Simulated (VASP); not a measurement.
# Pd (Im-3m) in VASP: further runs, part 2 of 2

VASP 6.6.1. The steps go on from the part before.

### 3 Single point, PBE

This run uses another cell than the first one, of 16.33 Å³/atom, 1.057 times its volume.

The input, INCAR:

```
PREC = Accurate ; ENCUT = 520
EDIFF = 1E-6 ; ISMEAR = -1
SIGMA = 0.05 ; LREAL = False
LASPH = True ; NELM = 100
ALGO = Normal ; ISIF = 2
LWAVE = False ; LCHARG = False
GGA = PE ; NBANDS = 11
```

The input, KPOINTS:

```
regular mesh
0
Gamma
  18 18 18
```

The input, POSCAR:

```
Pd
1.0
   -1.5981932794      1.5981932794      1.5981932794
    1.5981932794     -1.5981932794      1.5981932794
    1.5981932794      1.5981932794     -1.5981932794
Pd
1
Direct
    0.0000000000      0.0000000000      0.0000000000
```

Potentials or basis: VASP PAW PBE potentials, release 64 (Pd).

Started as:

```bash
cat potpaw_PBE.64/Pd/POTCAR > POTCAR
mpirun -np 1 vasp_std > vasp.out
```

OUTCAR:

```text
PREC = Accurate
   ENCUT = 520
   EDIFF = 1E-6
   ISMEAR = -1
   LREAL = False
   LASPH = True
   NELM = 100
   ISIF = 2
   GGA = PE

 ion  position               nearest neighbor table
   1  0.000  0.000  0.000-

  LATTYP: Found a body centered cubic cell.
 ALAT       =     3.1963865588

  Lattice vectors:

 A1 = (  -1.5981932794,   1.5981932794,   1.5981932794)
 A2 = (   1.5981932794,  -1.5981932794,   1.5981932794)
 A3 = (   1.5981932794,   1.5981932794,  -1.5981932794)

Analysis of symmetry for initial positions (statically):
=====================================================================
 Subroutine PRICEL returns:
 Original cell was already a primitive cell.

 Routine SETGRP: Setting up the symmetry group for a
 body centered cubic supercell.

 Subroutine GETGRP returns: Found 48 space group operations
 (whereof 48 operations were pure point group operations)
 out of a pool of 48 trial point group operations.

The static configuration has the point symmetry O_h .

Analysis of symmetry for dynamics (positions and initial velocities):
=====================================================================
 Subroutine PRICEL returns:
 Original cell was already a primitive cell.

 Routine SETGRP: Setting up the symmetry group for a
 body centered cubic supercell.

 Subroutine GETGRP returns: Found 48 space group operations
 (whereof 48 operations were pure point group operations)
 out of a pool of 48 trial point group operations.

The dynamic configuration has the point symmetry O_h .

 Subroutine INISYM returns: Found 48 space group operations
 (whereof 48 operations are pure point group operations),
 and found     1 'primitive' translations

----------------------------------------------------------------------------------------

                                     Primitive cell

  volume of cell :      16.3286

  direct lattice vectors                    reciprocal lattice vectors
    -1.598193279  1.598193279  1.598193279     0.000000000  0.312853274  0.312853274
     1.598193279 -1.598193279  1.598193279     0.312853274  0.000000000  0.312853274
     1.598193279  1.598193279 -1.598193279     0.312853274  0.312853274  0.000000000

  length of vectors
     2.768151960  2.768151960  2.768151960     0.442441343  0.442441343  0.442441343

  position of ions in fractional coordinates (direct lattice)
     0.000000000  0.000000000  0.000000000

  ion indices of the primitive-cell ions
   primitive index   ion index
                 1           1

----------------------------------------------------------------------------------------

 KPOINTS: regular mesh

Automatic generation of k-mesh.
 Grid dimensions read from file:
 generate k-points for:   18   18   18

 Generating k-lattice:

  Cartesian coordinates                     Fractional coordinates (reciprocal lattice)
     0.000000000  0.017380737  0.017380737     0.055555556  0.000000000  0.000000000
     0.017380737  0.000000000  0.017380737     0.000000000  0.055555556  0.000000000
     0.017380737  0.017380737  0.000000000     0.000000000  0.000000000  0.055555556

  Length of vectors
     0.024580075  0.024580075  0.024580075

  Shift w.r.t. Gamma in fractional coordinates (k-lattice)
     0.000000000  0.000000000  0.000000000

 Subroutine IBZKPT returns following result:
 ===========================================

 Found    195 irreducible k-points:

 Following reciprocal coordinates:
            Coordinates               Weight
  0.000000  0.000000  0.000000      1.000000
  0.055556  0.000000  0.000000     12.000000
  0.111111  0.000000  0.000000     12.000000
  0.166667  0.000000  0.000000     12.000000
  0.222222  0.000000  0.000000     12.000000
  0.277778  0.000000  0.000000     12.000000
[... 16 lines left out ...]
  0.333333  0.111111  0.000000     48.000000
  0.388889  0.111111  0.000000     48.000000
 [... further k-points ...]
   k-points           NKPTS =    195   k-points in BZ     NKDIM =    195   number of bands    NBANDS=     11
   number of dos      NEDOS =    301   number of ions     NIONS =      1
   total plane-waves  NPLWV =  13824
   dimension x,y,z NGX =    24 NGY =   24 NGZ =   24
   dimension x,y,z NGXF=    48 NGYF=   48 NGZF=   48
   ions per type =               1
   NGX,Y,Z   is equivalent  to a cutoff of  14.41, 14.41, 14.41 a.u.
   NGXF,Y,Z  is equivalent  to a cutoff of  28.83, 28.83, 28.83 a.u.
 SYSTEM =  unknown system
   PREC   = accura    normal or accurate (medium, high low for compatibility)
   ISTART =      0    job   : 0-new  1-cont  2-samecut
   ICHARG =      2    charge: 1-file 2-atom 10-const
   ISPIN  =      1    spin polarized calculation?
   LNONCOLLINEAR =      F non collinear calculations
   LSORBIT =      F    spin-orbit coupling
   LASPH  =      T    aspherical Exc in radial PAW
   ENCUT  =  520.0 eV  38.22 Ry    6.18 a.u.   5.15  5.15  5.15*2*pi/ulx,y,z
   NELM   =    100;   NELMIN=  2; NELMDL= -5     # of ELM steps
   EDIFF  = 0.1E-05   stopping-criterion for ELM
   LREAL  =      F    real-space projection
   EDIFFG = 0.1E-04   stopping-criterion for IOM
   NSW    =      0    number of steps for IOM
   IBRION =     -1    ionic relax: 0-MD 1-quasi-New 2-CG
   NFREE  =      0    steps in history (QN), initial steepest desc. (CG)
   ISIF   =      2    stress and relaxation
   ISYM   =      2    0-nonsym 1-usesym 2-fastsym
   POTIM  = 0.5000    time-step for ionic-motion
   TEBEG  =    0.0;   TEEND  =   0.0 temperature during run
   PSTRESS=    0.0 pullay stress
   NELECT =      10.0000    total number of electrons
   NUPDOWN=      -1.0000    fix difference up-down
   EMIN   =  10.00;   EMAX   =-10.00  energy-range for DOS
   EFERMI =   0.00;   METHOD = LEGACY
   ISMEAR =    -1;   SIGMA  =   0.05  broadening in eV -4-tet -1-fermi 0-gaus
   EFERMI_NEDOS =   21; number of points for ismear=-14 and -15
   IALGO  =     38    algorithm
   IMIX   =      4    mixing-type and parameters
     AMIX     =   0.40;   BMIX     =  1.00
     AMIX_MAG =   1.60;   BMIX_MAG =  1.00
  volume/ion in A,a.u.               =      16.33       110.19
  Fermi-wavevector in a.u.,A,eV,Ry     =   1.390248  2.627187 26.297188  1.932789
  Thomas-Fermi vector in A             =   2.514201
   LORBIT       =      0    0 simple, 1 ext, 2 COOP (PROOUT), +10 PAW based schemes
   GGA     = PE    functional components
   LHFCALC =     F    Hartree Fock is set to
   AEXX    =    0.0000 exact exchange contribution
   IVDW    =     0    specifies the selected vdW correction
   LEPSILON=     F    determine dielectric tensor
   LRPA    =     F    only Hartree local field effects (RPA)
 non-spin polarized calculation
  energy-cutoff  :      520.00
  volume of cell :       16.33
 maximum number of plane-waves:       466
 NGX is ok and might be reduce to    24
   NGX = 11   NGY = 11   NGZ = 11

 number of electron      10.0000000 magnetization

 number of electron       9.9999998 magnetization

 Free energy of the ion-electron system (eV)
  ---------------------------------------------------
  ext. energy  EPLUGINS =         0.00000000
  ---------------------------------------------------
  free energy    TOTEN  =        -5.15671153 eV

  energy without entropy =       -5.14507720  energy(sigma->0) =       -5.15089437

 E-fermi :   8.1609     XC(G=0): -12.5544

 val. band max:        8.1475687795   @ k =  -0.4444  -0.4444   0.3333
 cond. band min:       8.1639964765   @ k =   0.5000   0.5000   0.4444
 fundamental gap:      0.0164276970
 Fermi energy:         8.1609387497

 k-point     1 :       0.0000    0.0000    0.0000
  band No.  band energies     occupation
      1       1.7889      2.00000
      2       5.6384      2.00000
      3       5.6384      2.00000
      4       5.6384      2.00000
      5       7.3490      2.00000
      6       7.3490      2.00000
      7      27.3008      0.00000
      8      27.3008      0.00000
      9      27.3008      0.00000
     10      34.8173      0.00000
     11      34.8173      0.00000

 k-point     2 :       0.0556    0.0000    0.0000
  band No.  band energies     occupation
      1       1.8979      2.00000
      2       5.6043      2.00000
      3       5.6405      2.00000
      4       5.7113      2.00000
      5       7.3092      2.00000
      6       7.3515      2.00000
      7      27.1858      0.00000
      8      27.3074      0.00000
      9      27.4184      0.00000
     10      33.5099      0.00000
     11      34.0188      0.00000
[... 295 lines left out ...]
 k-point    24 :       0.3889    0.1111    0.0000
  band No.  band energies     occupation
      1       3.8610      2.00000
      2       4.7162      2.00000
      3       6.9882      2.00000
      4       7.2546      2.00000
      5       7.9593      1.96519
      6      10.5339      0.00000
      7      16.0715      0.00000
      8      22.3464      0.00000
      9      24.4835      0.00000
     10      30.9938      0.00000
     11      33.6926      0.00000

 [... further k-points ...]
[... 5 lines left out ...]
  --------------------------------------------------------------------------------------
  -------------------------------------------------------------------------------------
  Total       -0.8221154     -0.8221154     -0.8221154     -0.0000000     -0.0000000     -0.0000000
  in kB      -80.6669214    -80.6669214    -80.6669214     -0.0000000     -0.0000000     -0.0000000
  external PRESSURE =     -80.6669214 kB  Pullay stress =       0.0000000 kB

 VOLUME and BASIS-vectors are now :
 -----------------------------------------------------------------------------
  energy-cutoff  :      520.00
  volume of cell :       16.33
      direct lattice vectors                 reciprocal lattice vectors
    -1.598193279  1.598193279  1.598193279     0.000000000  0.312853274  0.312853274
     1.598193279 -1.598193279  1.598193279     0.312853274  0.000000000  0.312853274
     1.598193279  1.598193279 -1.598193279     0.312853274  0.312853274  0.000000000

 POSITION                                       TOTAL-FORCE (eV/Angst)
 -----------------------------------------------------------------------------------
      0.00000      0.00000      0.00000         0.000000     -0.000000      0.000000
 -----------------------------------------------------------------------------------
    total drift:                                0.000000      0.000000      0.000000

  FREE ENERGIE OF THE ION-ELECTRON SYSTEM (eV)
  ---------------------------------------------------
  free  energy   TOTEN  =        -5.1567115332 eV

  energy  without entropy=       -5.1450772048  energy(sigma->0) =       -5.15089437
```

OSZICAR:

```text
N       E                     dE             d eps       ncg     rms          rms(c)
DAV:   1     0.427895810665E+02    0.42790E+02   -0.51411E+03  4306   0.846E+02
DAV:   2    -0.480567087861E+01   -0.47595E+02   -0.46055E+02  4806   0.179E+02
DAV:   3    -0.538937749695E+01   -0.58371E+00   -0.58265E+00  5117   0.215E+01
DAV:   4    -0.539234268147E+01   -0.29652E-02   -0.29649E-02  5122   0.162E+00
DAV:   5    -0.539238112474E+01   -0.38443E-04   -0.38444E-04  5390   0.164E-01    0.572E+00
DAV:   6    -0.516455608898E+01    0.22783E+00   -0.10733E+00  5124   0.813E+00    0.280E+00
DAV:   7    -0.515910428118E+01    0.54518E-02   -0.40822E-03  5277   0.587E-01    0.157E+00
DAV:   8    -0.515670578788E+01    0.23985E-02   -0.85854E-04  5225   0.208E-01    0.370E-02
DAV:   9    -0.515670861517E+01   -0.28273E-05   -0.79214E-06  5597   0.239E-02    0.110E-02
DAV:  10    -0.515671170126E+01   -0.30861E-05   -0.14805E-06  5245   0.121E-02    0.189E-03
DAV:  11    -0.515671153324E+01    0.16803E-06   -0.99402E-09  3102   0.899E-04
   1 F= -.51567115E+01 E0= -.51508944E+01  d E =-.116343E-01
```

Run time: 31 s. Hardware: 1 thread of AMD EPYC 9R14 (Zen 4), shared host; peak memory 0.14 GiB.

What came out:

```yaml
Free_energy: -5.1567 eV
Pressure: -8.1 GPa
Band_gap_on_the_k_mesh: zero (band 5 reaches 8.66 eV, above the bottom of band 6 at 7.27 eV)
```

Levels at points of the mesh, in eV from the Fermi level:
```tsv
k point	band 3	band 4	band 5	band 6	band 7	band 8
(0.00, 0.00, 0.00)	-2.52	-2.52	-0.81	-0.81	19.14	19.14
(0.50, 0.00, 0.00)	-0.88	-0.62	0.50	1.59	7.15	14.88
(0.50, 0.50, 0.50)	0.18	0.18	0.18	8.88	8.88	8.88
```

### 4 Relaxation of cell and atoms, PBE

This run uses another cell than the first one, of 15.37 Å³/atom, 0.995 times its volume.

The input, INCAR:

```
SYSTEM = Pd
ALGO = Normal ; EDIFF = 1E-6
EDIFFG = -0.005 ; ENCUT = 600
GGA = PE ; IBRION = 2
ISIF = 3 ; ISMEAR = -1
LASPH = .TRUE. ; LCHARG = .FALSE.
LREAL = .FALSE. ; LWAVE = .FALSE.
NELM = 100 ; NSW = 60
PREC = Accurate ; SIGMA = 0.05
```

The input, KPOINTS:

```
k-points
0
G
  18 18 18
  0 0 0
```

The input, POSCAR:

```
Pd
1.0
   -1.5663547490      1.5663547490      1.5663547490
    1.5663547490     -1.5663547490      1.5663547490
    1.5663547490      1.5663547490     -1.5663547490
Pd
1
Direct
    0.0000000000      0.0000000000      0.0000000000
```

Potentials or basis: VASP PAW PBE potentials, release 64 (Pd).

Started as:

```bash
cat potpaw_PBE.64/Pd/POTCAR > POTCAR
mpirun -np 1 vasp_std > vasp.out
```

OUTCAR:

```text
SYSTEM = Pd
   EDIFF = 1E-6
   EDIFFG = -0.005
   ENCUT = 600
   GGA = PE
   IBRION = 2
   ISIF = 3
   ISMEAR = -1
   LASPH = .TRUE.
   LREAL = .FALSE.
   NELM = 100
   NSW = 60
   PREC = Accurate

 ion  position               nearest neighbor table
   1  0.000  0.000  0.000-

  LATTYP: Found a body centered cubic cell.
 ALAT       =     3.1327094980

  Lattice vectors:

 A1 = (  -1.5663547490,   1.5663547490,   1.5663547490)
 A2 = (   1.5663547490,  -1.5663547490,   1.5663547490)
 A3 = (   1.5663547490,   1.5663547490,  -1.5663547490)

Analysis of symmetry for initial positions (statically):
=====================================================================
 Subroutine PRICEL returns:
 Original cell was already a primitive cell.

 Routine SETGRP: Setting up the symmetry group for a
 body centered cubic supercell.

 Subroutine GETGRP returns: Found 48 space group operations
 (whereof 48 operations were pure point group operations)
 out of a pool of 48 trial point group operations.

The static configuration has the point symmetry O_h .

Analysis of symmetry for dynamics (positions and initial velocities):
[... 166 lines left out ...]
  Total        0.0383419      0.0383419      0.0383419     -0.0000000     -0.0000000     -0.0000000
  in kB        3.9962622      3.9962622      3.9962622     -0.0000000     -0.0000000     -0.0000000
  external PRESSURE =       3.9962622 kB  Pullay stress =       0.0000000 kB
[... 57 lines left out ...]
--------------------------------------- Ionic step        3  -------------------------------------------

 number of electron      10.0000003 magnetization

 Free energy of the ion-electron system (eV)
  ---------------------------------------------------
  ext. energy  EPLUGINS =         0.00000000
  ---------------------------------------------------
  free energy    TOTEN  =        -5.18094734 eV

  energy without entropy =       -5.17054899  energy(sigma->0) =       -5.17574817

 E-fermi :   9.0613     XC(G=0): -12.9093

 val. band max:        9.0486758464   @ k =  -0.4444  -0.4444   0.3333
 cond. band min:       9.0679024106   @ k =   0.5000   0.5000   0.4444
 fundamental gap:      0.0192265642
 Fermi energy:         9.0612893781

 k-point     1 :       0.0000    0.0000    0.0000
  band No.  band energies     occupation
      1       2.2657      2.00000
      2       6.2964      2.00000
      3       6.2964      2.00000
      4       6.2964      2.00000
      5       8.1648      2.00000
      6       8.1648      2.00000
      7      28.3586      0.00000
      8      28.3586      0.00000
      9      28.3586      0.00000
[... 265 lines left out ...]
 k-point    24 :       0.3889    0.1111   -0.0000
  band No.  band energies     occupation
      1       4.3600      2.00000
      2       5.2816      2.00000
      3       7.7517      2.00000
      4       8.0654      2.00000
      5       8.8318      1.97989
      6      11.4900      0.00000
      7      17.4118      0.00000
      8      23.5819      0.00000
      9      25.8816      0.00000

 [... further k-points ...]
[... 5 lines left out ...]
  --------------------------------------------------------------------------------------
  -------------------------------------------------------------------------------------
  Total        0.0010078      0.0010078      0.0010078     -0.0000000     -0.0000000      0.0000000
  in kB        0.1047998      0.1047998      0.1047998     -0.0000000     -0.0000000      0.0000000
  external PRESSURE =       0.1047998 kB  Pullay stress =       0.0000000 kB
[... 16 lines left out ...]
  FREE ENERGIE OF THE ION-ELECTRON SYSTEM (eV)
  ---------------------------------------------------
  free  energy   TOTEN  =        -5.1809473379 eV

  energy  without entropy=       -5.1705489933  energy(sigma->0) =       -5.17574817

 reached required accuracy - stopping structural energy minimisation
```

OSZICAR:

```text
N       E                     dE             d eps       ncg     rms          rms(c)
DAV:   1     0.428780934082E+02    0.42878E+02   -0.57753E+03  3534   0.117E+03
DAV:   2    -0.501563225294E+01   -0.47894E+02   -0.46730E+02  3754   0.204E+02
[... 16 lines left out ...]
   2 F= -.51808661E+01 E0= -.51756352E+01  d E =0.374524E-04
       N       E                     dE             d eps       ncg     rms          rms(c)
DAV:   1    -0.518229087142E+01   -0.14252E-02   -0.26863E-02  3533   0.184E+00    0.244E-01
DAV:   2    -0.518094476603E+01    0.13461E-02   -0.70286E-03  3533   0.760E-01    0.591E-02
DAV:   3    -0.518094209040E+01    0.26756E-05   -0.32235E-05  3859   0.459E-02    0.361E-02
DAV:   4    -0.518094738582E+01   -0.52954E-05   -0.13959E-05  3730   0.320E-02    0.240E-03
DAV:   5    -0.518094733786E+01    0.47956E-07   -0.10577E-07  2054   0.316E-03
   3 F= -.51809473E+01 E0= -.51757482E+01  d E =-.438063E-04
```

Run time: 45 s. Hardware: 1 thread of AMD EPYC 9R14 (Zen 4), shared host; peak memory 0.14 GiB.

Results:

```
Free energy                            : -5.1809 eV
Relaxed volume                         : 15.41 Å³/atom
Relaxed cell                           : a = 2.715 Å, b = 2.715 Å, c = 2.715 Å, α = 109.47°, β = 109.47°, γ = 109.47°
Space group after relaxing (to 0.05 Å) : Im-3m (No. 229)
Energy gained by relaxing              : 0.0 meV/atom
Ionic steps                            : 3
Pressure after relaxing                : 0.0 GPa
Band gap on the k mesh                 : zero (band 5 reaches 9.62 eV, above the bottom of band 6 at 8.08 eV)
```

Final structure:
```cif
data_structure
_symmetry_space_group_name_H-M 'P 1'
_symmetry_Int_Tables_number 1
_cell_length_a 2.7151
_cell_length_b 2.7151
_cell_length_c 2.7151
_cell_angle_alpha 109.471
_cell_angle_beta 109.471
_cell_angle_gamma 109.471
_cell_volume 15.41
loop_
_atom_site_label
_atom_site_type_symbol
_atom_site_fract_x
_atom_site_fract_y
_atom_site_fract_z
_atom_site_occupancy
Pd1 Pd 0.00000 0.00000 0.00000 1
```

### 5 Overview

```tsv
task	cell	cutoff (eV)	gap on the mesh (eV)	pressure (GPa)
single point	a = 2.717 Å, angles 109.5°, 1 atom	520	none	-0.3
single point	a = 2.768 Å, angles 109.5°, 1 atom	520	none	-8.1
relaxation of cell and atoms	relaxed from a = 2.713 Å, angles 109.5°, 1 atom	600	none	0.0
```

Alike in all rows: level PBE; potentials or basis VASP PAW PBE potentials, release 64 (Pd); no spin polarisation; k mesh 18 × 18 × 18; smearing fermi-dirac 0.05 eV.

Absolute energies hang on the potentials; compare differences alone.
